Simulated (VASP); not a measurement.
Crystal: Ta.

```xyz
1
Lattice="-1.6513 1.6513 1.6513 1.6513 -1.6513 1.6513 1.6513 1.6513 -1.6513" Properties=species:S:1:pos:R:3 pbc="T T T"
Ta    0.0000    0.0000    0.0000
```

Base run:

```yaml
Program: VASP 6.6.1
Functional: r2SCAN
Potentials_or_basis: VASP PAW PBE potentials, release 64 (Ta_sv_GW)
Cutoff: 550 eV
k_mesh: 11 × 11 × 11
Occupations: fermi-dirac, width 0.05 eV
Spin: no spin polarisation
```

Its results: band gap on the k mesh zero (an odd number of electrons rules out a gap without spin polarisation); pressure -0.9 GPa.

Question: The run is repeated on the same cell with these changes: functional from r2SCAN to BLYP; cutoff from 550 eV to 500 eV. What comes out?

Answer: Band gap on the k mesh zero (an odd number of electrons rules out a gap without spin polarisation); pressure 8.5 GPa.

Caveats: the PAW data sets were made with another functional, which shifts forces and pressure a little; spin-orbit coupling is left out, which moves the levels of the heavy elements; the cell stands under pressure (at least some runs).
